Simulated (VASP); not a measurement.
A run of VASP 6.6.1:

Contents of INCAR:

```
SYSTEM = PrCuAs2
PREC = Accurate
ENCUT = 600
EDIFF = 1E-7
ISMEAR = 0
SIGMA = 0.1
LREAL = .FALSE.
LASPH = .TRUE.
NELM = 200
ALGO = Normal
ISIF = 3
LWAVE = .FALSE.
LCHARG = .FALSE.
GGA = PE
IBRION = 2
NSW = 90
EDIFFG = -0.04
GGA_COMPAT = .FALSE.
NELMIN = 4
LMAXMIX = 6
```

File KPOINTS:

```
Automatic mesh
0
G
  4 4 4
  0 0 0
```

File POSCAR:

```
PrCuAs2
1.0
   -2.7294239500      2.7294239500      2.9779730200
    2.7294239500     -2.7294239500      2.9779730200
    2.7294239500      2.7294239500     -2.9779730200
Pr Cu As
1 1 2
Direct
    0.4271115700      0.4271115700      0.0000000000
    0.8911134300      0.8911134300      0.0000000000
    0.0303360400      0.5303360400      0.5000000000
    0.5303360400      0.0303360400      0.5000000000
```

Potentials or basis: VASP PAW PBE potentials, release 64 (Pr_3, Cu, As), 4f in core.

Run with:

```sh
$ cat potpaw_PBE.64/Pr_3/POTCAR potpaw_PBE.64/Cu/POTCAR potpaw_PBE.64/As/POTCAR > POTCAR
$ mpirun -np 1 vasp_std > vasp.out
```

Hardware: 1 thread of Intel(R) Xeon(R) 6975P-C (Granite Rapids) (shared host).

Estimate the wall time of this run.

Run time: 5.2 min on 1 thread of Intel(R) Xeon(R) 6975P-C (Granite Rapids), on a shared host, peak memory 0.25 GiB. Counts: scf iterations 178, k points 13, ion steps 17.
